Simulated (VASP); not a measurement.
## CaO: single point with r2SCAN

Crystal: CaO.

```
Ca O
1.0
     0.00000    2.60673    2.60673
     2.58979    0.00000    2.60673
     2.58979    2.60673    0.00000
Ca O
1 1
Direct
  0.00000 0.00000 0.00000
  0.25000 0.25000 0.25000
```

This cell differs from its parent crystal: uniaxial x strain -0.7%.

```yaml
Program: VASP 6.6.1
Task: single point
Functional: r2SCAN
Potentials_or_basis: VASP PAW PBE potentials, release 64 (Ca_sv, O)
Cutoff: 520 eV
k_mesh: 8 × 8 × 8
Occupations: gaussian, width 0.01 eV
Spin: no spin polarisation
```

- Pressure: 1.5 GPa
- Band gap on the k mesh: 3.75 eV, indirect (least direct gap 4.39 eV)

Stress tensor (GPa, compression positive):
```
1.51 0.00 0.00
0.00 1.44 0.00
0.00 0.00 1.44
```

Levels at points of the mesh, in eV from the valence-band top:
| k point | band 5 | band 6 | band 7 | band 8 | band 9 | band 10 | band 11 | band 12 |
| --- | --- | --- | --- | --- | --- | --- | --- | --- |
| (0.00, 0.00, 0.00) | -15.77 | -0.64 | -0.64 | -0.64 | 3.75 | 8.65 | 8.70 | 10.31 |
| (0.50, 0.00, 0.00) | -15.02 | -1.00 | -0.38 | -0.37 | 6.60 | 8.55 | 8.56 | 8.85 |
| (0.50, 0.50, 0.00) | -14.80 | -1.44 | 0.00 | 0.00 | 5.34 | 7.23 | 9.78 | 10.07 |
| (0.00, 0.50, 0.50) | -14.81 | -1.44 | -0.01 | -0.01 | 5.36 | 7.24 | 9.78 | 10.07 |

It took 120 s on 1 thread of Intel(R) Xeon(R) Platinum 8259CL CPU @ 2.50GHz (Skylake/Cascade Lake) (shared host), peak memory 0.18 GiB.

Caveat: the cell differs from its parent crystal (uniaxial x strain -0.7%); the PAW data sets were made with another functional, which shifts forces and pressure a little. A k mesh can miss the band edges.
